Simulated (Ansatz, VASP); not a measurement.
One calculation of CdS, two programs

File INCAR:

```
SYSTEM = CdS
ALGO = Normal
EDIFF = 1E-7
EDIFFG = -0.005
ENCUT = 500
GGA = PE
GGA_COMPAT = .FALSE.
IBRION = 2
ISIF = 3
ISMEAR = -1
LASPH = .TRUE.
LCHARG = .FALSE.
LREAL = .FALSE.
LWAVE = .FALSE.
NELM = 120
NELMIN = 4
NSW = 60
PREC = Accurate
SIGMA = 0.05
```

Contents of KPOINTS:

```
k-points
0
G
  14 14 14
  0 0 0
```

Contents of POSCAR:

```
CdS
1.0
    3.0150239690      0.0000000000      0.0000000000
    0.0000000000      3.0150239690      0.0000000000
    0.0000000000      0.0000000000      3.0150239690
Cd S
1 1
Direct
    0.0000000000      0.0000000000      0.0000000000
    0.5000000000      0.5000000000      0.5000000000
```

Input for Ansatz:

```yaml
crystal:
  lattice:
    - [3.015023969, 0.0, 0.0]
    - [0.0, 3.015023969, 0.0]
    - [0.0, 0.0, 3.015023969]
  atoms:
    - { symbol: Cd, position: [0.0, 0.0, 0.0] }
    - { symbol: S, position: [0.5, 0.5, 0.5] }
kpoints:
  mp_grid: { grid: [14, 14, 14] }
scf:
  occupations: { method: fermi_dirac, width: 0.05 }
hamiltonian:
  xc: pbe
  pseudopotentials: { kind: paw }
output:
  forces: true
  stress: true
  write_density: true
  write_potential: true
  elf: true
  volumetric_format: npy
relax:
  f_tol: 0.005
  max_steps: 40
  cell: {}
```

Alike in both runs: task relaxation of cell and atoms; functional PBE; k mesh 14 × 14 × 14; occupations fermi-dirac, width 0.05 eV; no spin polarisation.

|  | VASP | Ansatz |
| --- | --- | --- |
| version | VASP 6.6.1 | Ansatz 0.2.0 |
| potentials or method | VASP PAW PBE potentials, release 64 (Cd, S) | PAW with Ansatz's default frozen-core files, scalar-relativistic |
| plane-wave cutoff (eV) | 500 | 420 |
| valence electrons in the cell | 18 | 26 |

|  | VASP | Ansatz | Ansatz less VASP |
| --- | --- | --- | --- |
| relaxed volume (Å³/atom) | 19.76 | 19.83 | +0.071 |
| relaxed cell length with the largest relative difference (Å) | 3.406 | 3.410 | +0.0041 |

VASP's potentials hold 18 valence electrons a cell and Ansatz's 26, so a difference there can come from the potentials and not from the codes.

Noted on VASP's run: the volume moved by over 15 % at a fixed basis, so the end points are rough.
